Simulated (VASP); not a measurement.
Here is a VASP 6.6.1 calculation.

Contents of INCAR:

```
PREC     = Accurate       # precision mode
ENCUT    = 520            # plane-wave cutoff, eV
EDIFF    = 1E-8           # SCF threshold, eV
ISMEAR   = 0              # smearing method
SIGMA    = 0.01           # smearing width, eV
LREAL    = False          # projectors in reciprocal space
LASPH    = True           # aspherical terms in the spheres
NELM     = 60             # most SCF steps
ALGO     = Normal         # electronic algorithm
ISIF     = 2              # what is computed and relaxed
LWAVE    = False          # write WAVECAR
LCHARG   = False          # write CHGCAR
GGA      = CA             # functional
NBANDS   = 16             # bands
IBRION   = 8              # ionic algorithm
NSW      = 1              # ionic steps
LEPSILON = True           # dielectric tensor by DFPT
```

File KPOINTS:

```
regular mesh
0
Gamma
  12 12 6
```

File POSCAR:

```
Si
1.0
    3.8018234850      0.0000000000      0.0000000000
   -1.9009117425      3.2924757187      0.0000000000
    0.0000000000      0.0000000000      6.2900824764
Si
4
Direct
    0.3333333333      0.6666666667      0.0630541391
    0.6666666667      0.3333333333      0.5630541391
    0.3333333333      0.6666666667      0.4369458609
    0.6666666667      0.3333333333      0.9369458609
```

Potentials or basis: VASP PAW LDA potentials, release 64 (Si).

Launch:

```console
$ cat potpaw_LDA.64/Si/POTCAR > POTCAR
$ mpirun -np 1 vasp_std > vasp.out
```

(1) Predict the electronic dielectric tensor (diagonal).

(2) What does it give for the Born charges (mean of the diagonal)?

(3) Predict the highest phonon frequency at Γ.

Answers

(1) 13.14, 13.14, 14.12.

(2) Si +0.00 e.

(3) 508 cm⁻¹.
